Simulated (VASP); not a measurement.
# BN (BN (P6_3/mmc)): single point with LDA

Crystal: BN (BN (P6_3/mmc)).

```xyz
36
Lattice="7.4650 0.0000 0.0000 -3.7325 6.4649 0.0000 0.0000 0.0000 6.4955" Properties=species:S:1:pos:R:3 pbc="T T T"
B     0.0010    1.4361    1.6239
B     1.2432    0.7189    4.8716
B    -1.2432    3.5911    1.6239
B    -0.0010    2.8738    4.8716
B    -2.4874    5.7460    1.6239
B    -1.2451    5.0288    4.8716
B     2.4893    1.4361    1.6239
B     3.7316    0.7189    4.8716
B     1.2451    3.5911    1.6239
B     2.4874    2.8738    4.8716
B     0.0010    5.7460    1.6239
B     1.2432    5.0288    4.8716
B     4.9776    1.4361    1.6239
B     6.2199    0.7189    4.8716
B     3.7335    3.5911    1.6239
B     4.9757    2.8738    4.8716
B     2.4893    5.7460    1.6239
B     3.7316    5.0288    4.8716
N     0.0033    1.4347    4.8716
N     1.2409    0.7202    1.6239
N    -1.2409    3.5897    4.8716
N    -0.0033    2.8752    1.6239
N    -2.4850    5.7447    4.8716
N    -1.2475    5.0302    1.6239
N     2.4917    1.4347    4.8716
N     3.7292    0.7202    1.6239
N     1.2475    3.5897    4.8716
N     2.4850    2.8752    1.6239
N     0.0033    5.7447    4.8716
N     1.2409    5.0302    1.6239
N     4.9800    1.4347    4.8716
N     6.2175    0.7202    1.6239
N     3.7358    3.5897    4.8716
N     4.9734    2.8752    1.6239
N     2.4917    5.7447    4.8716
N     3.7292    5.0302    1.6239
```

```json
{"Program": "VASP 6.6.1", "Task": "single point", "Functional": "LDA", "Potentials or basis": "VASP PAW LDA potentials, release 64 (B, N)", "Cutoff": "600 eV", "k mesh": "1 × 1 × 1, shifted", "Occupations": "fermi-dirac, width 0.01 eV", "Spin": "no spin polarisation", "Dipole correction": "no", "Further INCAR settings": "LREAL = Auto; ALGO = Normal; EDIFF = 1e-06; NBANDS = 96"}
```

* Pressure: 0.7 GPa
* Largest force: 0.214 eV/Å
* Band gap on the k mesh: 4.62 eV

Forces in eV/Å, atoms in the order of the input:
```
B   -0.183  0.106  0.000
B    0.183 -0.106  0.000
B   -0.183  0.106  0.000
B    0.183 -0.106  0.000
B   -0.183  0.106  0.000
B    0.183 -0.106  0.000
B   -0.183  0.106  0.000
B    0.183 -0.106  0.000
B   -0.183  0.106  0.000
B    0.183 -0.106  0.000
B   -0.183  0.106  0.000
B    0.183 -0.106  0.000
B   -0.183  0.106  0.000
B    0.183 -0.106  0.000
B   -0.183  0.106  0.000
B    0.183 -0.106  0.000
B   -0.183  0.106  0.000
B    0.183 -0.106  0.000
N   -0.185  0.107  0.000
N    0.185 -0.107  0.000
N   -0.185  0.107  0.000
N    0.185 -0.107  0.000
N   -0.185  0.107  0.000
N    0.185 -0.107  0.000
N   -0.185  0.107  0.000
N    0.185 -0.107  0.000
N   -0.185  0.107  0.000
N    0.185 -0.107  0.000
N   -0.185  0.107  0.000
N    0.185 -0.107  0.000
N   -0.185  0.107  0.000
N    0.185 -0.107  0.000
N   -0.185  0.107  0.000
N    0.185 -0.107  0.000
N   -0.185  0.107  0.000
N    0.185 -0.107  0.000
```

Stress tensor (GPa, compression positive):
```
 1.47 -0.55  0.00
-0.55  0.83  0.00
 0.00  0.00 -0.31
```

Levels at points of the mesh, in eV from the valence-band top:
| k point | band 69 | band 70 | band 71 | band 72 | band 73 | band 74 | band 75 | band 76 |
| --- | --- | --- | --- | --- | --- | --- | --- | --- |
| (0.25, 0.25, 0.25) | -0.41 | -0.33 | -0.33 | 0.00 | 4.62 | 4.70 | 4.70 | 5.39 |

It took 58 s on 1 thread of Intel(R) Xeon(R) 6975P-C (Granite Rapids) (shared host), peak memory 0.34 GiB.

Caveat: the k points lie up to 0.97 Å⁻¹ apart. A k mesh can miss the band edges.
